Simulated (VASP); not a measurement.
Input of a VASP 6.6.1 run:

The input INCAR:

```
PREC = Accurate
ENCUT = 600
EDIFF = 1E-6
ISMEAR = 0
SIGMA = 0.05
LREAL = F
LASPH = T
NELM = 120
ALGO = Normal
ISIF = 2
LWAVE = F
LCHARG = F
NBANDS = 14
GGA_COMPAT = F
```

The input KPOINTS:

```
regular mesh
0
Gamma
  12 12 12
```

Contents of POSCAR:

```
AlNi
1.0
    2.8810014521      0.0000000000      0.0000000000
    0.0000000000      2.8810014521      0.0000000000
    0.0000000000      0.0000000000      2.8810014521
Al Ni
1 1
Direct
    0.0000000000      0.0000000000      0.0000000000
    0.5000000000      0.5000000000      0.5000000000
```

Potentials or basis: VASP PAW LDA potentials, release 64 (Al, Ni).

The run is started by

```sh
$ cat potpaw_LDA.64/Al/POTCAR potpaw_LDA.64/Ni/POTCAR > POTCAR
$ mpirun -np 1 vasp_std > vasp.out
```

(1) Estimate the pressure.

## Answers

(1) -8.1 GPa.
